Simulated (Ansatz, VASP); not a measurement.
## Two plane-wave programs on Bi2Te3

```
Bi Te
1.0
     2.19115    1.26506   10.09800
    -2.19115    1.26506   10.09800
     0.00000   -2.53013   10.09800
Bi Te
2 3
Direct
  0.39987 0.39987 0.39987
  0.60013 0.60013 0.60013
  0.00000 0.00000 0.00000
  0.20995 0.20995 0.20995
  0.79005 0.79005 0.79005
```

Alike in both runs: task single point; functional PBEsol; k mesh 9 × 9 × 9; occupations gaussian, width 0.01 eV; no spin polarisation.

```csv
,VASP,Ansatz
version,VASP 6.6.1,Ansatz 0.2.0
potentials or method,"VASP PAW PBE potentials, release 64 (Bi_d, Te), cutoff 520 eV","scalar-relativistic, plane waves, PAW"
valence electrons in the cell,48,78
```

|  | VASP | Ansatz | Ansatz less VASP |
| --- | --- | --- | --- |
| gap on the k mesh at the Fermi level (eV) | 0.20 | 0.21 | +0.011 |
| least direct gap on the mesh (eV) | 0.20 | 0.21 | +0.011 |
| pressure (GPa) | 0.0 | 0.0 | -0.01 |
| rms of the force components (eV/Å) | 0.008 | 0.001 | -0.0072 |

VASP's potentials were made for PBE, not for PBEsol. Atom by atom the forces differ by 0.007 eV/Å (rms over components). The functional is the same, so the differences come from potentials, cutoffs and numerics. VASP's potentials hold 48 valence electrons a cell and Ansatz's 78, so a difference there can come from the potentials and not from the codes.

Neither program's run includes spin-orbit coupling.
